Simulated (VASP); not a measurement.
# Au (Im-3m) in VASP: notebook

The runs below take Au through single point, with PBE, RPBE, revPBE.

All numbers are computed with VASP 6.6.1; they aren't measurements. Logs are shortened: lines on timing, memory, paths and dates and some standing lists are left out, and cuts for length are marked.

## (1) The cell of the first run

Symmetry: Im-3m, No. 229, cubic system. Conventional cell: a = 3.315 Å, b = 3.315 Å, c = 3.315 Å, α = 90.00°, β = 90.00°, γ = 90.00°. Within 3.8 Å of Au (site symmetry m-3m) lie 14 Au at 2.87 to 3.31 Å.

## (2) Single point, PBE

Input file INCAR:

```
SYSTEM = Au
PREC     = Accurate       ! precision mode
ENCUT    = 520            ! plane-wave cutoff, eV
EDIFF    = 1E-6           ! SCF threshold, eV
ISMEAR   = 0              ! smearing method
SIGMA    = 0.020999999999999998 ! smearing width, eV
LREAL    = .FALSE.        ! projectors in reciprocal space
LASPH    = .TRUE.         ! aspherical terms in the spheres
NELM     = 60             ! most SCF steps
ALGO     = Fast           ! electronic algorithm
ISIF     = 2              ! what is computed and relaxed
LWAVE    = .FALSE.        ! write WAVECAR
LCHARG   = .FALSE.        ! write CHGCAR
GGA      = PE             ! functional
NBANDS   = 12             ! bands
```

Input file KPOINTS:

```
Automatic mesh
0
G
  11 11 11
  0 0 0
```

Input file POSCAR:

```
Au
1.0
   -1.6572690000      1.6572690000      1.6572690000
    1.6572690000     -1.6572690000      1.6572690000
    1.6572690000      1.6572690000     -1.6572690000
Au
1
Direct
    0.0000000000      0.0000000000      0.0000000000
```

Potentials or basis: VASP PAW PBE potentials, release 64 (Au).

Started as:

```bash
> cat potpaw_PBE.64/Au/POTCAR > POTCAR
> mpirun -np 1 vasp_std > vasp.out
```

OUTCAR:

```text
SYSTEM = Au
   PREC = Accurate
   ENCUT = 520
   EDIFF = 1E-6
   ISMEAR = 0
   LREAL = .FALSE.
   LASPH = .TRUE.
   NELM = 60
   ISIF = 2
   GGA = PE

 ion  position               nearest neighbor table
   1  0.000  0.000  0.000-

  LATTYP: Found a body centered cubic cell.
 ALAT       =     3.3145380000

  Lattice vectors:

 A1 = (  -1.6572690000,   1.6572690000,   1.6572690000)
 A2 = (   1.6572690000,  -1.6572690000,   1.6572690000)
 A3 = (   1.6572690000,   1.6572690000,  -1.6572690000)

Analysis of symmetry for initial positions (statically):
=====================================================================
 Subroutine PRICEL returns:
 Original cell was already a primitive cell.

 Routine SETGRP: Setting up the symmetry group for a
 body centered cubic supercell.

 Subroutine GETGRP returns: Found 48 space group operations
 (whereof 48 operations were pure point group operations)
 out of a pool of 48 trial point group operations.

The static configuration has the point symmetry O_h .

Analysis of symmetry for dynamics (positions and initial velocities):
=====================================================================
 Subroutine PRICEL returns:
 Original cell was already a primitive cell.

 Routine SETGRP: Setting up the symmetry group for a
 body centered cubic supercell.

 Subroutine GETGRP returns: Found 48 space group operations
 (whereof 48 operations were pure point group operations)
 out of a pool of 48 trial point group operations.

The dynamic configuration has the point symmetry O_h .

 Subroutine INISYM returns: Found 48 space group operations
 (whereof 48 operations are pure point group operations),
 and found     1 'primitive' translations

----------------------------------------------------------------------------------------

                                     Primitive cell

  volume of cell :      18.2070

  direct lattice vectors                    reciprocal lattice vectors
    -1.657269000  1.657269000  1.657269000     0.000000000  0.301701172  0.301701172
     1.657269000 -1.657269000  1.657269000     0.301701172  0.000000000  0.301701172
     1.657269000  1.657269000 -1.657269000     0.301701172  0.301701172  0.000000000

  length of vectors
     2.870474110  2.870474110  2.870474110     0.426669890  0.426669890  0.426669890

  position of ions in fractional coordinates (direct lattice)
     0.000000000  0.000000000  0.000000000

  ion indices of the primitive-cell ions
   primitive index   ion index
                 1           1

----------------------------------------------------------------------------------------

 KPOINTS: Automatic mesh

Automatic generation of k-mesh.
 Grid dimensions read from file:
 generate k-points for:   11   11   11

 Generating k-lattice:

  Cartesian coordinates                     Fractional coordinates (reciprocal lattice)
     0.000000000  0.027427379  0.027427379     0.090909091  0.000000000  0.000000000
     0.027427379  0.000000000  0.027427379     0.000000000  0.090909091  0.000000000
     0.027427379  0.027427379  0.000000000     0.000000000  0.000000000  0.090909091

  Length of vectors
     0.038788172  0.038788172  0.038788172

  Shift w.r.t. Gamma in fractional coordinates (k-lattice)
     0.000000000  0.000000000  0.000000000

 Subroutine IBZKPT returns following result:
 ===========================================

 Found     56 irreducible k-points:

 Following reciprocal coordinates:
            Coordinates               Weight
  0.000000  0.000000  0.000000      1.000000
  0.090909  0.000000  0.000000     12.000000
  0.181818  0.000000  0.000000     12.000000
  0.272727  0.000000  0.000000     12.000000
  0.363636  0.000000  0.000000     12.000000
  0.454545  0.000000  0.000000     12.000000
[... 16 lines left out ...]
  0.272727  0.181818  0.090909     48.000000
  0.363636  0.181818  0.090909     24.000000
 [... further k-points ...]
   k-points           NKPTS =     56   k-points in BZ     NKDIM =     56   number of bands    NBANDS=     12
   number of dos      NEDOS =    301   number of ions     NIONS =      1
   total plane-waves  NPLWV =  13824
   dimension x,y,z NGX =    24 NGY =   24 NGZ =   24
   dimension x,y,z NGXF=    48 NGYF=   48 NGZF=   48
   ions per type =               1
   NGX,Y,Z   is equivalent  to a cutoff of  13.90, 13.90, 13.90 a.u.
   NGXF,Y,Z  is equivalent  to a cutoff of  27.80, 27.80, 27.80 a.u.
 SYSTEM =  Au
   PREC   = accura    normal or accurate (medium, high low for compatibility)
   ISTART =      0    job   : 0-new  1-cont  2-samecut
   ICHARG =      2    charge: 1-file 2-atom 10-const
   ISPIN  =      1    spin polarized calculation?
   LNONCOLLINEAR =      F non collinear calculations
   LSORBIT =      F    spin-orbit coupling
   LASPH  =      T    aspherical Exc in radial PAW
   ENCUT  =  520.0 eV  38.22 Ry    6.18 a.u.   5.34  5.34  5.34*2*pi/ulx,y,z
   NELM   =     60;   NELMIN=  2; NELMDL= -5     # of ELM steps
   EDIFF  = 0.1E-05   stopping-criterion for ELM
   LREAL  =      F    real-space projection
   EDIFFG = 0.1E-04   stopping-criterion for IOM
   NSW    =      0    number of steps for IOM
   IBRION =     -1    ionic relax: 0-MD 1-quasi-New 2-CG
   NFREE  =      0    steps in history (QN), initial steepest desc. (CG)
   ISIF   =      2    stress and relaxation
   ISYM   =      2    0-nonsym 1-usesym 2-fastsym
   POTIM  = 0.5000    time-step for ionic-motion
   TEBEG  =    0.0;   TEEND  =   0.0 temperature during run
   PSTRESS=    0.0 pullay stress
   NELECT =      11.0000    total number of electrons
   NUPDOWN=      -1.0000    fix difference up-down
   EMIN   =  10.00;   EMAX   =-10.00  energy-range for DOS
   EFERMI =   0.00;   METHOD = LEGACY
   ISMEAR =     0;   SIGMA  =   0.02  broadening in eV -4-tet -1-fermi 0-gaus
   EFERMI_NEDOS =   21; number of points for ismear=-14 and -15
   IALGO  =     68    algorithm
   IMIX   =      4    mixing-type and parameters
     AMIX     =   0.40;   BMIX     =  1.00
     AMIX_MAG =   1.60;   BMIX_MAG =  1.00
  volume/ion in A,a.u.               =      18.21       122.87
  Fermi-wavevector in a.u.,A,eV,Ry     =   1.383968  2.615320 26.060157  1.915367
  Thomas-Fermi vector in A             =   2.508516
   LORBIT       =      0    0 simple, 1 ext, 2 COOP (PROOUT), +10 PAW based schemes
   GGA     = PE    functional components
   LHFCALC =     F    Hartree Fock is set to
   AEXX    =    0.0000 exact exchange contribution
   IVDW    =     0    specifies the selected vdW correction
   LEPSILON=     F    determine dielectric tensor
   LRPA    =     F    only Hartree local field effects (RPA)
 non-spin polarized calculation
 RMM-DIIS sequential band-by-band and
 Gauss-broadening in eV      SIGMA  =   0.02
  energy-cutoff  :      520.00
  volume of cell :       18.21
 maximum number of plane-waves:       498
 NGX is ok and might be reduce to    24
   NGX = 11   NGY = 11   NGZ = 11

 number of electron      10.9999998 magnetization

 Free energy of the ion-electron system (eV)
  ---------------------------------------------------
  ext. energy  EPLUGINS =         0.00000000
  ---------------------------------------------------
  free energy    TOTEN  =        -3.19227906 eV

  energy without entropy =       -3.19165281  energy(sigma->0) =       -3.19196593

 E-fermi :   8.3049     XC(G=0): -12.3228

 val. band max:        8.2987604313   @ k =  -0.3636   0.4545   0.0909
 cond. band min:       8.3290117864   @ k =  -0.2727   0.4545   0.0909
 fundamental gap:      0.0302513551
 Fermi energy:         8.3049100586

 k-point     1 :       0.0000    0.0000    0.0000
  band No.  band energies     occupation
      1      -0.7542      2.00000
      2       3.9040      2.00000
      3       3.9040      2.00000
      4       3.9040      2.00000
      5       5.6404      2.00000
      6       5.6404      2.00000
      7      24.9106      0.00000
      8      24.9106      0.00000
      9      24.9106      0.00000
     10      31.5731      0.00000
     11      31.5731      0.00000
     12      31.5731      0.00000

 k-point     2 :       0.0909    0.0000    0.0000
  band No.  band energies     occupation
      1      -0.4688      2.00000
      2       3.8186      2.00000
      3       3.9120      2.00000
      4       4.0982      2.00000
      5       5.5436      2.00000
      6       5.6466      2.00000
      7      24.7319      0.00000
      8      24.9308      0.00000
      9      25.2582      0.00000
     10      29.2741      0.00000
     11      29.5761      0.00000
     12      30.5490      0.00000

 k-point     3 :       0.1818    0.0000    0.0000
  band No.  band energies     occupation
      1       0.3205      2.00000
      2       3.5972      2.00000
      3       3.9358      2.00000
      4       4.6516      2.00000
      5       5.3839      2.00000
      6       5.6695      2.00000
      7      22.7950      0.00000
      8      24.3026      0.00000
      9      26.2187      0.00000
     10      27.7661      0.00000
     11      28.2120      0.00000
     12      28.8299      0.00000

 k-point     4 :       0.2727    0.0000    0.0000
  band No.  band energies     occupation
      1       1.2817      2.00000
      2       3.3221      2.00000
      3       4.2113      2.00000
      4       5.3694      2.00000
      5       5.4643      2.00000
      6       5.7133      2.00000
      7      19.1342      0.00000
      8      22.8426      0.00000
      9      25.5950      0.00000
     10      27.5484      0.00000
     11      28.0812      0.00000
     12      30.1209      0.00000

 k-point     5 :       0.3636    0.0000    0.0000
  band No.  band energies     occupation
      1       1.7355      2.00000
      2       3.0825      2.00000
      3       5.2460      2.00000
      4       5.6998      2.00000
      5       5.7680      2.00000
      6       6.3340      2.00000
      7      15.3945      0.00000
      8      21.5520      0.00000
      9      23.3683      0.00000
     10      28.7067      0.00000
     11      28.8516      0.00000
     12      32.1626      0.00000
[... 228 lines left out ...]
      1      -0.1865      2.00000
      2       3.9348      2.00000
      3       3.9348      2.00000
      4       4.0962      2.00000
      5       5.3189      2.00000
      6       5.7574      2.00000
      7      24.4146      0.00000
      8      25.4840      0.00000
      9      25.4840      0.00000
     10      26.7672      0.00000
     11      29.9011      0.00000
     12      29.9011      0.00000

 k-point    22 :       0.1818    0.1818    0.0909
  band No.  band energies     occupation
      1       2.5558      2.00000
      2       3.2742      2.00000
      3       3.4136      2.00000
      4       5.5701      2.00000
      5       5.7579      2.00000
      6       7.8333      2.00000
      7      16.5910      0.00000
      8      19.2064      0.00000
      9      20.6876      0.00000
     10      28.4686      0.00000
     11      32.8849      0.00000
     12      33.8050      0.00000

 k-point    23 :       0.2727    0.1818    0.0909
  band No.  band energies     occupation
      1       2.6394      2.00000
      2       3.1464      2.00000
      3       4.1948      2.00000
      4       5.6480      2.00000
      5       5.8294      2.00000
      6       9.5165      0.00000
      7      13.8667      0.00000
      8      17.6769      0.00000
      9      19.9716      0.00000
     10      29.5861      0.00000
     11      32.2169      0.00000
     12      33.7441      0.00000

 k-point    24 :       0.3636    0.1818    0.0909
  band No.  band energies     occupation
      1       2.5990      2.00000
      2       3.0976      2.00000
      3       4.6397      2.00000
      4       5.6886      2.00000
      5       5.8643      2.00000
      6      11.3178      0.00000
      7      11.6423      0.00000
      8      17.1066      0.00000
      9      19.7178      0.00000
     10      30.1274      0.00000
     11      31.7845      0.00000
     12      33.7416      0.00000

 [... further k-points ...]

------------------------ aborting loop because EDIFF is reached ----------------------------------------

  FORCE on cell =-STRESS in cart. coord.  units (eV):
  Direction    XX          YY          ZZ          XY          YZ          ZX
  --------------------------------------------------------------------------------------
  -------------------------------------------------------------------------------------
  Total       -0.1162592     -0.1162592     -0.1162592      0.0000000     -0.0000000      0.0000000
  in kB      -10.2305438    -10.2305438    -10.2305438      0.0000000     -0.0000000      0.0000000
  external PRESSURE =     -10.2305438 kB  Pullay stress =       0.0000000 kB

 VOLUME and BASIS-vectors are now :
 -----------------------------------------------------------------------------
  energy-cutoff  :      520.00
  volume of cell :       18.21
      direct lattice vectors                 reciprocal lattice vectors
    -1.657269000  1.657269000  1.657269000     0.000000000  0.301701172  0.301701172
     1.657269000 -1.657269000  1.657269000     0.301701172  0.000000000  0.301701172
     1.657269000  1.657269000 -1.657269000     0.301701172  0.301701172  0.000000000

 POSITION                                       TOTAL-FORCE (eV/Angst)
 -----------------------------------------------------------------------------------
      0.00000      0.00000      0.00000         0.000000      0.000000     -0.000000
 -----------------------------------------------------------------------------------
    total drift:                               -0.000000      0.000000     -0.000000

  FREE ENERGIE OF THE ION-ELECTRON SYSTEM (eV)
  ---------------------------------------------------
  free  energy   TOTEN  =        -3.1922790600 eV

  energy  without entropy=       -3.1916528056  energy(sigma->0) =       -3.19196593
```

Wall time 16 s (1 thread of Intel Xeon 8259CL, shared host); peak memory 0.14 GiB.

What came out:

```
Free energy : -3.1923 eV
Pressure    : -1.0 GPa
```

Caveat: spin-orbit coupling is left out, which moves the levels of the heavy elements.

## (3) Single point, RPBE

This run uses another cell than the first one, of 18.64 Å³/atom, 1.024 times its volume.

Input file INCAR:

```
PREC = Accurate
ENCUT = 520
EDIFF = 1E-6
ISMEAR = -1
SIGMA = 0.05
LREAL = False
LASPH = True
NELM = 60
ALGO = Fast
ISIF = 2
LWAVE = False
LCHARG = False
GGA = RP
NBANDS = 12
```

Input file KPOINTS:

```
regular mesh
0
Gamma
  11 11 11
```

Input file POSCAR:

```
Au
1.0
   -1.6701946384      1.6701946384      1.6701946384
    1.6701946384     -1.6701946384      1.6701946384
    1.6701946384      1.6701946384     -1.6701946384
Au
1
Direct
    0.0000000000      0.0000000000      0.0000000000
```

Potentials or basis: VASP PAW PBE potentials, release 64 (Au).

Started as:

```bash
> cat potpaw_PBE.64/Au/POTCAR > POTCAR
> mpirun -np 1 vasp_std > vasp.out
```

Wall time 18 s (1 thread of Intel Xeon 8259CL, shared host); peak memory 0.14 GiB.

The run converged. Its results:

- Free energy: -2.6154 eV
- Pressure: -0.1 GPa

Levels at points of the mesh, in eV from the Fermi level:
```
           k point  band 1  band 2  band 3  band 4  band 5  band 6  band 7  band 8  band 9  band 10
(0.00, 0.00, 0.00)   -8.81   -4.30   -4.30   -4.30   -2.64   -2.64   16.57   16.57   16.57    22.90
```

Caveat: the PAW data sets were made with another functional, which shifts forces and pressure a little; spin-orbit coupling is left out, which moves the levels of the heavy elements.

[end of part 1 of 2]
